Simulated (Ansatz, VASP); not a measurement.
**Two plane-wave programs on BaTiO3**

```
CELL_PARAMETERS angstrom
2.76598 1.59694 2.37902
-2.76598 1.59694 2.37902
0.00000 -3.19387 2.37902
ATOMIC_POSITIONS crystal
Ba 0.99997 0.99997 0.99997
Ti 0.50770 0.50770 0.50770
O 0.49225 0.49225 0.98652
O 0.49225 0.98652 0.49225
O 0.98652 0.49225 0.49225
```

Change from the starting cell: strain -0.025 along x and y, +0.025 along z, atoms carried along.

Alike in both runs: task single point; functional r2SCAN; k mesh 6 × 6 × 6; occupations gaussian, width 0.05 eV; no spin polarisation; Hubbard terms Ti d U = 4.0 eV.

|  | VASP | Ansatz |
| --- | --- | --- |
| version | VASP 6.6.1 | Ansatz 0.2.0 |
| potentials or method | VASP PAW PBE potentials, release 64 (Ba_sv, Ti_sv, O), cutoff 520 eV | scalar-relativistic, plane waves, PAW |
| valence electrons in the cell | 40 | 40 |

```tsv
	VASP	Ansatz	Ansatz less VASP
gap on the k mesh at the Fermi level (eV)	2.86	2.88	+0.015
least direct gap on the mesh (eV)	3.06	3.05	-0.011
pressure (GPa)	9.4	5.2	-4.25
traceless stress, the component that is largest in VASP (GPa)	-9.31	-8.89	+0.421
rms of the force components (eV/Å)	0.279	0.077	-0.2019
```

VASP's potentials were made for PBE, not for r2SCAN. The programs project onto different local orbitals, so the same U acts differently, and such runs can settle in different states. Atom by atom the forces differ by 0.217 eV/Å (rms over components).

Spin-orbit coupling is off throughout.
